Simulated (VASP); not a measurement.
# Re: single point with LDA

Crystal: Re.

```
CELL_PARAMETERS angstrom
0.00000 2.78084 2.78084
2.78084 0.00000 2.78084
2.78084 2.78084 0.00000
ATOMIC_POSITIONS crystal
Re 0.12500 0.12500 0.12500
Re 0.87500 0.87500 0.87500
```

This isn't the form of Re at room conditions, which is hcp.

```
Program             : VASP 6.6.1
Task                : single point
Functional          : LDA
Potentials or basis : VASP PAW LDA potentials, release 64 (Re)
Cutoff              : 520 eV
k mesh              : 10 × 10 × 10
Occupations         : fermi-dirac, width 0.1 eV
Spin                : non-collinear spin, zero start, spin-orbit coupling
Starting moments    : [[0.0, 0.0, 0.0], [0.0, 0.0, 0.0]] μB
```

* Pressure: -1.0 GPa
* Net moment: 0.00 μB per cell
* Valence electrons inside the program's atomic spheres: Re 6.25

Moments on the atoms (μB; x, y, z):
```
Re  0.00 0.00 0.00
Re  0.00 0.00 0.00
```

Run time: 100 s on 1 thread of Intel(R) Xeon(R) Platinum 8488C (Sapphire Rapids), with other jobs on the host, peak memory 0.27 GiB.
